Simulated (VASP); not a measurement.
# H3CCl in VASP: notebook, part 2 of 2

VASP 6.6.1. The steps go on from the part before.

**4. Single point, PBE+D3(BJ)**

INCAR

```
PREC = Accurate
ENCUT = 520
EDIFF = 1E-6
ISMEAR = -1
SIGMA = 0.05
LREAL = Auto
LASPH = True
NELM = 80
ALGO = Normal
ISIF = 2
LWAVE = False
LCHARG = True
GGA = PE
IVDW = 12
LELF = True
LVHAR = True
NBANDS = 82
```

KPOINTS

```
Automatic mesh
0
Gamma
  1 1 1
```

POSCAR

```
H3CCl
1.0
    9.0287150000      0.0000000000      0.0000000000
    0.0000000000      9.0287150000      0.0000000000
    0.0000000000      0.0000000000      9.0287150000
C Cl H
8 8 24
Direct
    0.6114159102      0.5659720126      0.0545703348
    0.4106785960      0.1018195834      0.6398584959
    0.7899462991      0.8803578361      0.7500956670
    0.9843925741      0.0165139779      0.3369250220
    0.1051755427      0.3831663753      0.2830081579
    0.8819638232      0.2526383876      0.7462412979
    0.3877185181      0.5635021152      0.5025299835
    0.5479295780      1.0816710905      0.2395468237
    0.6041502030      0.4239362966      0.1889416157
    0.2895317883      0.1115884154      0.7952958976
    0.8958749944      0.7165139225      0.7169680292
    1.1761474363     -0.0264267950      0.3488536298
   -0.0106327423      0.4341149322      0.4379360740
    0.8532664947      0.2064524132      0.9489611755
    0.2910270177      0.6839400734      0.6132212613
    0.5699260637      0.8856963588      0.2801173810
    0.6311861655      0.6701285842      0.1129175082
    0.7041533596      0.5507760517     -0.0190171027
    0.5045790016      0.5740019482     -0.0090932098
    0.4368617240     -0.0143098990      0.6138968834
    0.3492080545      0.1554041743      0.5533567069
    0.5112466170      0.1577411625      0.6588866743
    0.7061248472      0.8859400258      0.6643913337
    0.7379787711      0.8767582098      0.8565006205
    0.8703121098      0.9733278767      0.7439596886
    0.9619752091      0.0727346029      0.2310627814
    0.9222685620     -0.0852059235      0.3370025524
    0.9322256822      0.0744291962      0.4310358672
    0.1965838993      0.4567316612      0.2618534310
    0.1652726883      0.2770272403      0.3063558879
    0.0411908007      0.3714482072      0.1748200048
    0.7918734837      0.1941915322      0.6916266601
    0.8735351598      0.3714482072      0.7339139623
    0.9877374577      0.2085457344      0.7037214044
    0.3157702951      0.4705320746      0.5128969073
    0.4012088099      0.6075172381      0.3873197902
    0.4915317407      0.5331544965      0.5485055182
    0.5675779997      1.1472396681      0.3421638627
    0.6233888211      1.1168920494      0.1556921445
    0.4335279162      1.1085076891      0.2074160055
```

Launch:

```
cat potpaw_PBE.64/C/POTCAR potpaw_PBE.64/Cl/POTCAR potpaw_PBE.64/H/POTCAR > POTCAR
mpirun -np 1 vasp_gam > vasp.out
```

It took 2.5 min on 1 thread of AMD EPYC 7R43 (Zen 3), shared host; peak memory 0.59 GiB.

The run converged. Its results:

```yaml
Free_energy: -180.5502 eV
Pressure: 0.0 GPa
Largest_force: 2.074 eV/Å
Band_gap_on_the_k_mesh: 4.96 eV
Dispersion_energy_per_atom: -0.043 eV
```

Forces on the atoms (eV/Å):
```
C   -0.878  0.824 -0.313
C   -0.896 -0.997 -0.017
C    0.976  0.227 -0.667
C   -0.828  0.018 -0.277
C   -0.136 -1.421 -0.976
C   -0.092 -0.889  0.940
C   -0.236  0.016 -1.353
C   -0.763  0.181  1.314
Cl  -0.068 -0.128  0.093
Cl   0.164 -0.071  0.279
Cl  -0.062 -0.168  0.126
Cl  -0.230  0.200  0.211
Cl   0.565 -0.079 -0.807
Cl   0.464  0.446 -1.386
Cl  -0.402  1.689  1.134
Cl  -0.138  0.832 -0.008
H   -0.166  0.041 -0.017
H    0.392 -0.451 -0.419
H    0.746 -0.216  0.494
H   -0.375  0.078 -0.026
H   -0.115  0.079 -0.777
H    1.211  0.939  0.587
H   -0.210  0.167 -0.325
H   -0.221 -0.105  0.812
H   -0.535 -0.408  0.036
H    0.143  0.112  0.293
H   -0.069 -0.884 -0.279
H    0.869  0.464 -0.034
H    0.103  1.080  0.254
H   -0.828  0.337  0.066
H    0.279  0.109  1.307
H   -0.246  0.128 -0.147
H   -0.013  0.397  0.098
H   -0.062  0.171  0.558
H   -0.268 -1.276 -0.815
H   -0.179 -0.403  0.724
H    1.205 -0.003  0.463
H    0.163 -0.525 -0.317
H    0.629 -0.022 -0.673
H    0.107 -0.487 -0.156
```

Stress tensor (GPa, compression positive):
```
-0.19  0.43  0.27
 0.43  0.76  0.59
 0.27  0.59 -0.71
```

Levels at points of the mesh, in eV from the valence-band top:
```csv
k point,band 53,band 54,band 55,band 56,band 57,band 58,band 59,band 60
"(0.00, 0.00, 0.00)",-0.36,-0.30,-0.03,0.00,4.96,5.26,5.44,5.74
```

Caveat: the k points lie up to 0.70 Å⁻¹ apart; the atoms stand as in a frame of molecular dynamics.

**5. Single point, PBE+D3(BJ)**

INCAR

```
ALGO     = Normal         # electronic algorithm
EDIFF    = 1E-6           # SCF threshold, eV
ENCUT    = 520            # plane-wave cutoff, eV
GGA      = PE             # functional
ISIF     = 2              # what is computed and relaxed
ISMEAR   = -1             # smearing method
IVDW     = 12             # dispersion correction
LASPH    = True           # aspherical terms in the spheres
LCHARG   = True           # write CHGCAR
LELF     = True           # ELF
LREAL    = Auto         
LVHAR    = True         
LWAVE    = False          # write WAVECAR
NBANDS   = 82             # bands
NELM     = 60             # most SCF steps
PREC     = Accurate       # precision mode
SIGMA    = 0.05           # smearing width, eV
```

KPOINTS

```
k-points
0
Gamma
  1 1 1
```

POSCAR

```
H3CCl
1.0
    9.0287150000      0.0000000000      0.0000000000
    0.0000000000      9.0287150000      0.0000000000
    0.0000000000      0.0000000000      9.0287150000
C Cl H
8 8 24
Direct
    0.5965300710      0.5660163157      0.0308128012
    0.4050853305      0.0636081657      0.6484200686
    0.7850175800      0.8626255231      0.7669086908
    0.9852121814     -0.0350658981      0.3341339271
    0.1243366304      0.3495846308      0.2916361852
    0.8798483505      0.3098890595      0.7823150914
    0.4024160692      0.5592490183      0.4901029659
    0.5712551565      1.0971993246      0.2663834222
    0.5886884235      0.4546272642      0.2014793910
    0.2949256899      0.1334962949      0.7959161409
    0.9003163795      0.7025252209      0.7117845673
    1.1766126187     -0.0656239565      0.3164126900
   -0.0240122764      0.4186642285      0.4108558084
    0.8590480484      0.2526937665      0.9743800751
    0.2896203945      0.6756443193      0.6128003819
    0.5693390477      0.8956534789      0.2818341259
    0.6618439058      0.6636603326      0.0529643476
    0.6455292918      0.4893387376     -0.0521004373
    0.4851410195      0.5941155524     -0.0013512443
    0.4090947604     -0.0595322812      0.6549658506
    0.3579468396      0.0855714241      0.5361892584
    0.5172053830      0.1210028227      0.6561620341
    0.7521889881      0.9228112749      0.6681792481
    0.6892232173      0.8157639265      0.8268618513
    0.8508187488      0.9356591719      0.8391781112
    0.9275295543     -0.0808974478      0.2355595453
    0.9420498930     -0.0895143993      0.4331402641
    0.9757202437      0.0852945297      0.3249742627
    0.1525577006      0.4487460286      0.2283713685
    0.2163873818      0.3020695636      0.3573819752
    0.0812850998      0.2666603166      0.2183810210
    0.7873767197      0.2868625269      0.7104443988
    0.9044587187      0.4331402641      0.7827470465
    0.9832517695      0.2499137474      0.7471384355
    0.4154301027      0.4402509106      0.5237179377
    0.3443125628      0.5656951183      0.3795999763
    0.5025189077      0.6243967165      0.4869020675
    0.6422397872      1.1400736428      0.3496178581
    0.6175297371      1.1235153618      0.1552158862
    0.4517697147      1.1340041191      0.2698279877
```

Launch:

```
cat potpaw_PBE.64/C/POTCAR potpaw_PBE.64/Cl/POTCAR potpaw_PBE.64/H/POTCAR > POTCAR
mpirun -np 1 vasp_gam > vasp.out
```

It took 2.5 min on 1 thread of AMD EPYC 7R43 (Zen 3), shared host; peak memory 0.61 GiB.

It converged, with:

| Item | Value |
| --- | --- |
| Free energy | -180.7827 eV |
| Pressure | -1.2 GPa |
| Largest force | 2.437 eV/Å |
| Band gap on the k mesh | 5.10 eV |
| Dispersion energy per atom | -0.043 eV |

Forces on the atoms (eV/Å):
```
C    0.288 -1.532  0.165
C    0.949  0.039 -0.764
C    0.425 -0.795  0.447
C   -0.581  0.095 -1.141
C   -0.116  0.763  0.707
C    2.268  0.754  0.478
C   -1.270  0.393 -0.689
C   -1.340 -0.647 -1.776
Cl  -0.027  0.632 -0.590
Cl  -0.174  0.032 -0.145
Cl  -0.517  1.025  0.146
Cl   0.762 -0.428 -0.095
Cl   0.430 -0.524 -0.196
Cl  -0.403  0.093 -0.502
Cl   0.144 -0.902  0.054
Cl   0.076  0.385  0.105
H    0.335  0.233  0.068
H   -0.040  0.581  0.324
H   -0.568  0.147 -0.014
H    0.281  0.602  0.242
H   -0.081  0.230  0.737
H   -0.975 -0.833 -0.049
H   -0.126 -0.048 -0.318
H    0.211  0.277 -0.237
H   -0.045 -0.271 -0.092
H    0.265 -0.032  0.363
H    0.034  0.293  0.197
H   -0.535 -0.003  0.618
H    0.460 -0.186 -0.069
H   -0.376  0.426 -0.096
H   -0.407 -0.474 -0.427
H   -0.610 -0.355  0.044
H   -0.334 -1.169  0.032
H   -0.856  0.464 -0.095
H   -0.158  0.980  0.217
H    0.621 -0.122  0.917
H    0.680 -0.334 -0.234
H    0.429  0.476  0.939
H   -0.237 -0.097  0.527
H    1.120 -0.171  0.203
```

Stress tensor (GPa, compression positive):
```
-0.62  0.33  0.00
 0.33 -1.89  0.18
 0.00  0.18 -0.99
```

Levels at points of the mesh, in eV from the valence-band top:
| k point | band 53 | band 54 | band 55 | band 56 | band 57 | band 58 | band 59 | band 60 |
| --- | --- | --- | --- | --- | --- | --- | --- | --- |
| (0.00, 0.00, 0.00) | -0.28 | -0.19 | -0.07 | 0.00 | 5.10 | 5.33 | 5.46 | 5.65 |

Caveat: the k points lie up to 0.70 Å⁻¹ apart; the atoms stand as in a frame of molecular dynamics.

**6. Relaxation of the atoms, PBE+D3(BJ)**

INCAR

```
SYSTEM = H3CCl
PREC = Accurate ; ENCUT = 520
EDIFF = 1E-6 ; ISMEAR = -1
SIGMA = 0.05 ; LREAL = Auto
LASPH = .True. ; NELM = 60
ALGO = Normal ; ISIF = 2
LWAVE = .False. ; LCHARG = .False.
GGA = PE ; IVDW = 12
IBRION = 2 ; NSW = 35
EDIFFG = -0.3
```

KPOINTS

```
regular mesh
0
Gamma
  1 1 1
  0 0 0
```

POSCAR

```
H3CCl
1.0
    9.0287150000      0.0000000000      0.0000000000
    0.0000000000      9.0287150000      0.0000000000
    0.0000000000      0.0000000000      9.0287150000
C Cl H
8 8 24
Direct
    0.7266335000      0.5006795000      0.0008107000
    0.3639333000      0.1222765000      0.6104486000
    0.7235722000      0.7630050000      0.6603097000
    0.9735609000      0.0393800000      0.2984460000
    0.0343390000      0.5176083000      0.2263902000
    0.9291704000      0.3063776000      0.7887151000
    0.3564074000      0.5744328000      0.5621648000
    0.5052886000      0.9924439000      0.1943366000
    0.6695866000      0.4009082000      0.1606321000
    0.2476527000      0.0377596000      0.7449376000
    0.8558605000      0.6174579000      0.6685210000
    1.1276201000      0.1208853000      0.3899567000
    0.0524879000      0.4687118000      0.4162094000
    0.9435213000      0.1652249000      0.9251758000
    0.2955963000      0.6943653000      0.7059345000
    0.6336765000      0.9255453000      0.3277258000
    0.6796676000      0.6115860000      0.0051400000
    0.8469857000      0.5068762000     -0.0005042000
    0.6872272000      0.4430052000     -0.0974013000
    0.3823632000      0.0444684000      0.5202763000
    0.3097861000      0.2215756000      0.5688248000
    0.4689131000      0.1511279000      0.6621362000
    0.6152339000      0.7160386000      0.6361897000
    0.7212017000      0.8197121000      0.7666274000
    0.7554834000      0.8399594000      0.5732208000
    0.9593130000      0.0923800000      0.1911483000
    0.9946128000     -0.0783800000      0.2838106000
    0.8749917000      0.0555912000      0.3658706000
    0.0183659000      0.6367745000      0.2180801000
    0.1346455000      0.4852629000      0.1679338000
   -0.0608050000      0.4599125000      0.1800910000
    0.8311702000      0.3727819000      0.8113254000
    1.0278017000      0.3754746000      0.7934319000
    0.9199911000      0.2549538000      0.6801052000
    0.3257392000      0.4612722000      0.5900743000
    0.3035540000      0.6072249000      0.4589370000
    0.4761511000      0.5833634000      0.5518465000
    0.4403191000      1.0811522000      0.2436782000
    0.5661138000      1.0340085000      0.0989560000
    0.4329585000      0.9020192000      0.1609223000
```

Potentials or basis: VASP PAW PBE potentials, release 64 (C, Cl, H).

Launch:

```
cat potpaw_PBE.64/C/POTCAR potpaw_PBE.64/Cl/POTCAR potpaw_PBE.64/H/POTCAR > POTCAR
mpirun -np 1 vasp_gam > vasp.out
```

It took 37 min on 1 thread of AMD EPYC 7R43 (Zen 3), shared host; peak memory 0.71 GiB.

It converged, with:

```
Free energy                  : -181.2464 eV
Energy gained by relaxing    : 25.1 meV/atom
Ionic steps                  : 27
Pressure after relaxing      : 0.0 GPa
Largest force after relaxing : 0.201 eV/Å
Band gap on the k mesh       : 5.24 eV
Dispersion energy per atom   : -0.043 eV
```

Forces in eV/Å, atoms in the order of the input:
```
C   -0.029  0.088 -0.054
C    0.160  0.025  0.002
C    0.031  0.015  0.067
C    0.022  0.070  0.051
C    0.007 -0.004 -0.032
C   -0.004  0.021 -0.138
C    0.049  0.010  0.030
C    0.034  0.059 -0.047
Cl  -0.028 -0.045 -0.002
Cl  -0.036  0.005  0.198
Cl   0.043  0.019  0.045
Cl   0.086 -0.014  0.066
Cl  -0.103 -0.049  0.068
Cl  -0.137 -0.028  0.021
Cl  -0.009  0.064  0.042
Cl   0.028 -0.121  0.069
H   -0.007 -0.003  0.006
H   -0.054 -0.011  0.007
H   -0.047 -0.033  0.062
H    0.080 -0.011 -0.087
H    0.022 -0.158  0.033
H    0.016 -0.018 -0.083
H    0.012  0.096  0.039
H   -0.037  0.077 -0.017
H   -0.022  0.005  0.031
H   -0.105  0.000  0.019
H   -0.059 -0.050  0.032
H   -0.070 -0.037 -0.045
H    0.005 -0.089 -0.044
H   -0.013 -0.005 -0.072
H    0.109  0.026 -0.012
H    0.064 -0.043 -0.029
H   -0.023  0.074  0.056
H   -0.070 -0.007 -0.037
H    0.007  0.063 -0.027
H    0.052 -0.037 -0.006
H    0.011 -0.026 -0.023
H    0.016 -0.009 -0.094
H   -0.031  0.008 -0.061
H    0.029  0.072 -0.033
```

Stress tensor (GPa, compression positive):
```
 0.18 -0.11  0.01
-0.11 -0.21  0.05
 0.01  0.05  0.14
```

The path:
```
step  energy change (eV)  largest force (eV/Å)  pressure (GPa)
   1              0.0000                0.5224            1.12
   2             -0.0604                0.7132            0.79
   3             -0.0604                0.7178            0.78
   4             -0.1034                0.4797            0.71
   5             -0.1482                0.6047            0.52
   6             -0.1924                0.3193            0.56
   7             -0.2226                0.5431            0.63
   8             -0.2782                0.4513            0.65
   9             -0.3887                0.5064            0.71
  10             -0.3689                1.7239            0.81
  11             -0.4187                1.0421            0.76
  12             -0.4597                0.7618            0.70
  13             -0.5508                0.7261            0.54
  14             -0.5902                1.9508            0.19
  15             -0.5983                1.4007            0.29
  16             -0.6570                1.0990            0.19
  17             -0.7620                0.5950           -0.15
  18             -0.7743                0.5720           -0.31
  19             -0.8101                0.4939           -0.23
  20             -0.8742                0.6145            0.00
  21             -0.8198                1.9842            0.45
  22             -0.8829                0.9944            0.13
  23             -0.9206                0.6950            0.15
  24             -0.9667                0.6846            0.21
  25             -0.9895                0.3079            0.13
  26             -0.9939                0.3077            0.08
  27             -1.0022                0.2010            0.04
```

Final structure:
```xyz
40
Lattice="9.0287 0.0000 0.0000 0.0000 9.0287 0.0000 0.0000 0.0000 9.0287" Properties=species:S:1:pos:R:3 pbc="T T T"
C     6.2207    4.6655    0.1319
C     3.5187    1.1821    5.7022
C     6.4679    7.1731    6.1088
C     8.7390    0.2421    2.5995
C     0.3683    4.6738    1.9584
C     8.5429    2.4969    6.9308
C     3.3816    5.0640    5.0455
C     4.4252    8.9507    1.6333
Cl    5.7935    3.7333    1.5944
Cl    2.4240    0.9566    7.0806
Cl    7.6885    5.8851    6.2828
Cl    1.3616    0.6814    3.1035
Cl    0.3564    4.3769    3.7114
Cl    8.3069    1.3430    8.2705
Cl    2.9241    6.0933    6.4293
Cl    5.3041    8.0644    2.9120
H     5.8941    5.7001    0.2771
H     7.3045    4.6327    9.0192
H     5.7207    4.2312    8.2896
H     3.5181    0.2539    5.1266
H     3.1567    2.0199    5.0922
H     4.5179    1.4005    6.0963
H     5.4997    6.7101    5.8958
H     6.4282    7.7270    7.0510
H     6.7776    7.8287    5.2894
H     8.5398    0.7565    1.6574
H     8.6955    8.1871    2.4717
H     8.0501    0.5750    3.3802
H     0.1878    5.7432    1.7927
H     1.3465    4.3815    1.5664
H     8.5973    4.0695    1.5183
H     7.6621    3.1438    6.8658
H     0.4195    3.0748    7.1323
H     8.6925    1.9250    6.0110
H     3.0317    4.0471    5.2484
H     2.8888    5.4621    4.1557
H     4.4702    5.0831    4.9332
H     3.8973    0.7560    2.1026
H     5.1616    0.2882    0.9130
H     3.7110    8.2623    1.1712
```

Levels at points of the mesh, in eV from the valence-band top:
```csv
k point,band 53,band 54,band 55,band 56,band 57,band 58,band 59,band 60
"(0.00, 0.00, 0.00)",-0.25,-0.21,-0.17,0.00,5.24,5.58,5.76,5.96
```

Caveat: the k points lie up to 0.70 Å⁻¹ apart; the relaxation stopped at a loose force limit of 0.3 eV/Å, so its end isn't a converged minimum.

**7. The runs side by side**

```csv
task,cell,gap on the mesh (eV),pressure (GPa),largest force (eV/Å)
single point,"as given, atomic positions A",4.98,-0.6,2.19
single point,"as given, atomic positions B",5.36,-0.3,1.74
single point,"as given, atomic positions C",4.96,0.0,2.07
single point,"as given, atomic positions D",5.10,-1.2,2.44
relaxation of the atoms,"atoms relaxed, atomic positions E",5.24,0.0,0.20
```

Alike in all rows: level PBE+D3(BJ); potentials or basis VASP PAW PBE potentials, release 64 (C, Cl, H); no spin polarisation; k mesh 1 × 1 × 1; cutoff (eV) 520; smearing fermi-dirac 0.05 eV.

Caveats: all runs use coarse meshes; the atoms stand as in a frame of molecular dynamics (at least some runs); the relaxation stopped at a loose force limit of 0.3 eV/Å, so its end isn't a converged minimum (at least some runs).

Absolute energies hang on the potentials; compare differences alone.
